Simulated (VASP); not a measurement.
# Ge3N (Fm-3m) in VASP: further runs

Runs on Ge3N. Level: PBE. Tasks: relaxation of cell and atoms, single point.

All numbers are computed with VASP 6.6.1; they aren't measurements. Logs are shortened: lines on timing, memory, paths and dates and some standing lists are left out, and cuts for length are marked.

## 1. The cell of the first run

The structure is cubic, space group Fm-3m (No. 225). The conventional cell has a = 6.262 Å, b = 6.262 Å, c = 6.262 Å, α = 90.00°, β = 90.00°, γ = 90.00°. Within 3.6 Å of Ge (site symmetry -43m) lie 10 Ge at 2.71 to 3.13 Å and 4 N at 2.71 Å. Within 3.6 Å of Ge (site symmetry m-3m) lie 8 Ge at 2.71 Å and 6 N at 3.13 Å. N (site symmetry m-3m) has 14 Ge at 2.71 to 3.13 Å within 3.6 Å.

The cell was built from a structure type or drawn by symmetry, and may not be a known phase.

## 2. Relaxation of cell and atoms, PBE

File INCAR:

```
SYSTEM = Ge3N
PREC = Accurate
ENCUT = 600
EDIFF = 1E-6
ISMEAR = 0
SIGMA = 0.1
LREAL = .False.
LASPH = .True.
NELM = 60
ALGO = Normal
ISIF = 3
LWAVE = .False.
LCHARG = .False.
GGA = PE
IBRION = 2
NSW = 90
EDIFFG = -0.04
```

File KPOINTS:

```
regular mesh
0
Gamma
  6 6 6
  0 0 0
```

File POSCAR:

```
Ge3N
1.0
    0.0000000000      3.1310452902      3.1310452902
    3.1310452902      0.0000000000      3.1310452902
    3.1310452902      3.1310452902      0.0000000000
Ge N
3 1
Direct
    0.2500000000      0.2500000000      0.2500000000
    0.7500000000      0.7500000000      0.7500000000
    0.5000000000      0.5000000000      0.5000000000
    0.0000000000      0.0000000000      0.0000000000
```

Potentials or basis: VASP PAW PBE potentials, release 64 (Ge_d, N).

The run is started by

```bash
$ cat potpaw_PBE.64/Ge_d/POTCAR potpaw_PBE.64/N/POTCAR > POTCAR
$ mpirun -np 1 vasp_std > vasp.out
```

OUTCAR:

```text
SYSTEM = Ge3N
   PREC = Accurate
   ENCUT = 600
   EDIFF = 1E-6
   ISMEAR = 0
   LREAL = .False.
   LASPH = .True.
   NELM = 60
   ISIF = 3
   GGA = PE
   IBRION = 2
   NSW = 90
   EDIFFG = -0.04

 ion  position               nearest neighbor table
   1  0.250  0.250  0.250-   3 2.71   3 2.71   3 2.71   3 2.71
   2  0.750  0.750  0.750-   3 2.71   3 2.71   3 2.71   3 2.71
   3  0.500  0.500  0.500-   1 2.71   1 2.71   1 2.71   1 2.71   2 2.71   2 2.71   2 2.71   2 2.71

   4  0.000  0.000  0.000-

  LATTYP: Found a face centered cubic cell.
 ALAT       =     6.2620905804

  Lattice vectors:

 A1 = (   0.0000000000,   3.1310452902,   3.1310452902)
 A2 = (   3.1310452902,   0.0000000000,   3.1310452902)
 A3 = (   3.1310452902,   3.1310452902,   0.0000000000)

Analysis of symmetry for initial positions (statically):
=====================================================================
 Subroutine PRICEL returns:
 Original cell was already a primitive cell.

 Routine SETGRP: Setting up the symmetry group for a
 face centered cubic supercell.

 Subroutine GETGRP returns: Found 48 space group operations
 (whereof 48 operations were pure point group operations)
 out of a pool of 48 trial point group operations.

The static configuration has the point symmetry O_h .

Analysis of symmetry for dynamics (positions and initial velocities):
=====================================================================
 Subroutine PRICEL returns:
 Original cell was already a primitive cell.

 Routine SETGRP: Setting up the symmetry group for a
 face centered cubic supercell.

 Subroutine GETGRP returns: Found 48 space group operations
 (whereof 48 operations were pure point group operations)
 out of a pool of 48 trial point group operations.

The dynamic configuration has the point symmetry O_h .

 Subroutine INISYM returns: Found 48 space group operations
 (whereof 48 operations are pure point group operations),
 and found     1 'primitive' translations

----------------------------------------------------------------------------------------

                                     Primitive cell

  volume of cell :      61.3901

  direct lattice vectors                    reciprocal lattice vectors
     0.000000000  3.131045290  3.131045290    -0.159691079  0.159691079  0.159691079
     3.131045290  0.000000000  3.131045290     0.159691079 -0.159691079  0.159691079
     3.131045290  3.131045290  0.000000000     0.159691079  0.159691079 -0.159691079

  length of vectors
     4.427966714  4.427966714  4.427966714     0.276593062  0.276593062  0.276593062

  position of ions in fractional coordinates (direct lattice)
     0.250000000  0.250000000  0.250000000
     0.750000000  0.750000000  0.750000000
     0.500000000  0.500000000  0.500000000
     0.000000000  0.000000000  0.000000000

  ion indices of the primitive-cell ions
   primitive index   ion index
                 1           1
                 2           2
                 3           3
                 4           4

----------------------------------------------------------------------------------------

 KPOINTS: regular mesh

Automatic generation of k-mesh.
 Grid dimensions read from file:
 generate k-points for:    6    6    6

 Generating k-lattice:

  Cartesian coordinates                     Fractional coordinates (reciprocal lattice)
    -0.026615180  0.026615180  0.026615180     0.166666667  0.000000000  0.000000000
[... 50 lines left out ...]
   EDIFF  = 0.1E-05   stopping-criterion for ELM
   LREAL  =      F    real-space projection
   EDIFFG = -.4E-01   stopping-criterion for IOM
   NSW    =     90    number of steps for IOM
   IBRION =      2    ionic relax: 0-MD 1-quasi-New 2-CG
   NFREE  =      1    steps in history (QN), initial steepest desc. (CG)
   ISIF   =      3    stress and relaxation
   ISYM   =      2    0-nonsym 1-usesym 2-fastsym
   POTIM  = 0.5000    time-step for ionic-motion
   TEBEG  =    0.0;   TEEND  =   0.0 temperature during run
   PSTRESS=    0.0 pullay stress
   NELECT =      47.0000    total number of electrons
   NUPDOWN=      -1.0000    fix difference up-down
   EMIN   =  10.00;   EMAX   =-10.00  energy-range for DOS
   EFERMI =   0.00;   METHOD = LEGACY
   ISMEAR =     0;   SIGMA  =   0.10  broadening in eV -4-tet -1-fermi 0-gaus
   EFERMI_NEDOS =   21; number of points for ismear=-14 and -15
   IALGO  =     38    algorithm
   IMIX   =      4    mixing-type and parameters
     AMIX     =   0.40;   BMIX     =  1.00
     AMIX_MAG =   1.60;   BMIX_MAG =  1.00
  volume/ion in A,a.u.               =      15.35       103.57
  Fermi-wavevector in a.u.,A,eV,Ry     =   1.497642  2.830134 30.516949  2.242933
  Thomas-Fermi vector in A             =   2.609504
   LORBIT       =      0    0 simple, 1 ext, 2 COOP (PROOUT), +10 PAW based schemes
   GGA     = PE    functional components
   LHFCALC =     F    Hartree Fock is set to
   AEXX    =    0.0000 exact exchange contribution
   IVDW    =     0    specifies the selected vdW correction
   LEPSILON=     F    determine dielectric tensor
   LRPA    =     F    only Hartree local field effects (RPA)
 conjugate gradient relaxation of ions
 non-spin polarized calculation
 Gauss-broadening in eV      SIGMA  =   0.10
  energy-cutoff  :      600.00
  volume of cell :       61.39
 maximum number of plane-waves:      2085
   NGX = 17   NGY = 17   NGZ = 17

--------------------------------------- Ionic step        1  -------------------------------------------

 number of electron      46.9999966 magnetization

 Free energy of the ion-electron system (eV)
  ---------------------------------------------------
  ext. energy  EPLUGINS =         0.00000000
  ---------------------------------------------------
  free energy    TOTEN  =       -17.45821393 eV

  energy without entropy =      -17.44828759  energy(sigma->0) =      -17.45325076

------------------------ aborting loop because EDIFF is reached ----------------------------------------

  FORCE on cell =-STRESS in cart. coord.  units (eV):
  Direction    XX          YY          ZZ          XY          YZ          ZX
  --------------------------------------------------------------------------------------
  -------------------------------------------------------------------------------------
  Total        0.2345455      0.2345455      0.2345455      0.0000000      0.0000000     -0.0000000
  in kB        6.1212441      6.1212441      6.1212441      0.0000000      0.0000000     -0.0000000
  external PRESSURE =       6.1212441 kB  Pullay stress =       0.0000000 kB

 VOLUME and BASIS-vectors are now :
 -----------------------------------------------------------------------------
  energy-cutoff  :      600.00
  volume of cell :       61.39
      direct lattice vectors                 reciprocal lattice vectors
     0.000000000  3.131045290  3.131045290    -0.159691079  0.159691079  0.159691079
     3.131045290  0.000000000  3.131045290     0.159691079 -0.159691079  0.159691079
     3.131045290  3.131045290  0.000000000     0.159691079  0.159691079 -0.159691079

 POSITION                                       TOTAL-FORCE (eV/Angst)
 -----------------------------------------------------------------------------------
      1.56552      1.56552      1.56552         0.000000      0.000000      0.000000
      4.69657      4.69657      4.69657        -0.000000     -0.000000     -0.000000
      3.13105      3.13105      3.13105         0.000000     -0.000000      0.000000
      0.00000      0.00000      0.00000         0.000000     -0.000000      0.000000
 -----------------------------------------------------------------------------------
    total drift:                                0.000000      0.000000      0.000000

  FREE ENERGIE OF THE ION-ELECTRON SYSTEM (eV)
  ---------------------------------------------------
  free  energy   TOTEN  =       -17.4582139259 eV

  energy  without entropy=      -17.4482875865  energy(sigma->0) =      -17.45325076

--------------------------------------- Ionic step        2  -------------------------------------------

 number of electron      46.9999968 magnetization

 Free energy of the ion-electron system (eV)
  ---------------------------------------------------
  ext. energy  EPLUGINS =         0.00000000
  ---------------------------------------------------
  free energy    TOTEN  =       -17.45898366 eV

  energy without entropy =      -17.44932346  energy(sigma->0) =      -17.45415356

 E-fermi :   6.5858     XC(G=0): -11.6004

 val. band max:        6.5770405881   @ k =   0.1667   0.0000   0.0000
 cond. band min:       6.7257582400   @ k =   0.3333   0.3333   0.0000
 fundamental gap:      0.1487176519
 Fermi energy:         6.5857835135

 k-point     1 :       0.0000    0.0000    0.0000
  band No.  band energies     occupation
      1     -18.1875      2.00000
      2     -18.1875      2.00000
      3     -18.1515      2.00000
      4     -18.1515      2.00000
      5     -18.1515      2.00000
      6     -18.1352      2.00000
[... 485 lines left out ...]
     27      11.3276      0.00000
     28      12.2757      0.00000

------------------------ aborting loop because EDIFF is reached ----------------------------------------

  FORCE on cell =-STRESS in cart. coord.  units (eV):
  Direction    XX          YY          ZZ          XY          YZ          ZX
  --------------------------------------------------------------------------------------
  -------------------------------------------------------------------------------------
  Total       -0.0305692     -0.0305692     -0.0305692     -0.0000000      0.0000000      0.0000000
  in kB       -0.7910715     -0.7910715     -0.7910715     -0.0000000      0.0000000      0.0000000
  external PRESSURE =      -0.7910715 kB  Pullay stress =       0.0000000 kB

 VOLUME and BASIS-vectors are now :
 -----------------------------------------------------------------------------
  energy-cutoff  :      600.00
  volume of cell :       61.91
      direct lattice vectors                 reciprocal lattice vectors
     0.000000000  3.139902312  3.139902312    -0.159240623  0.159240623  0.159240623
     3.139902312  0.000000000  3.139902312     0.159240623 -0.159240623  0.159240623
     3.139902312  3.139902312 -0.000000000     0.159240623  0.159240623 -0.159240623

 POSITION                                       TOTAL-FORCE (eV/Angst)
 -----------------------------------------------------------------------------------
      1.56995      1.56995      1.56995         0.000000      0.000000     -0.000000
      4.70985      4.70985      4.70985        -0.000000     -0.000000      0.000000
      3.13990      3.13990      3.13990        -0.000000      0.000000     -0.000000
      3.13990      6.27980      3.13990        -0.000000      0.000000     -0.000000
 -----------------------------------------------------------------------------------
    total drift:                                0.000000      0.000000      0.000000

  FREE ENERGIE OF THE ION-ELECTRON SYSTEM (eV)
  ---------------------------------------------------
  free  energy   TOTEN  =       -17.4589836581 eV

  energy  without entropy=      -17.4493234644  energy(sigma->0) =      -17.45415356

 reached required accuracy - stopping structural energy minimisation
```

It took 1.7 min on 1 thread of Intel Xeon 8259CL, shared host; peak memory 0.22 GiB.

Results:

```
Free energy                           : -17.4590 eV
Relaxed volume                        : 15.48 Å³/atom
Relaxed cell                          : a = 4.440 Å, b = 4.440 Å, c = 4.440 Å, α = 60.00°, β = 60.00°, γ = 60.00°
Space group after relaxing (to 0.1 Å) : Fm-3m (No. 225)
Energy gained by relaxing             : 0.2 meV/atom
Ionic steps                           : 2
Pressure after relaxing               : -0.1 GPa
```

Step by step:
```
step  energy change (eV)  largest force (eV/Å)  pressure (GPa)  volume (Å³)
   1              0.0000                0.0000            0.61        61.39
   2             -0.0008                0.0000           -0.08        61.91
```

Final structure:
```xyz
4
Lattice="0.0000 3.1399 3.1399 3.1399 0.0000 3.1399 3.1399 3.1399 0.0000" Properties=species:S:1:pos:R:3 pbc="T T T"
Ge    1.5700    1.5700    1.5700
Ge    4.7099    4.7099    4.7099
Ge    3.1399    3.1399    3.1399
N     3.1399    6.2798    3.1399
```

Levels at points of the mesh, in eV from the Fermi level:
| k point | band 22 | band 23 | band 24 | band 25 | band 26 | band 27 |
| --- | --- | --- | --- | --- | --- | --- |
| (0.00, 0.00, 0.00) | -1.87 | -1.24 | -1.24 | -1.24 | -0.42 | -0.42 |
| (0.50, 0.00, 0.00) | -2.57 | -2.57 | -0.15 | 1.27 | 2.53 | 2.53 |
| (0.50, 0.50, 0.00) | 0.24 | 0.66 | 0.66 | 1.74 | 4.44 | 4.44 |

Caveat: the highest band is partly filled, so the run has too few bands.

(Continued in part 2 of 2.)
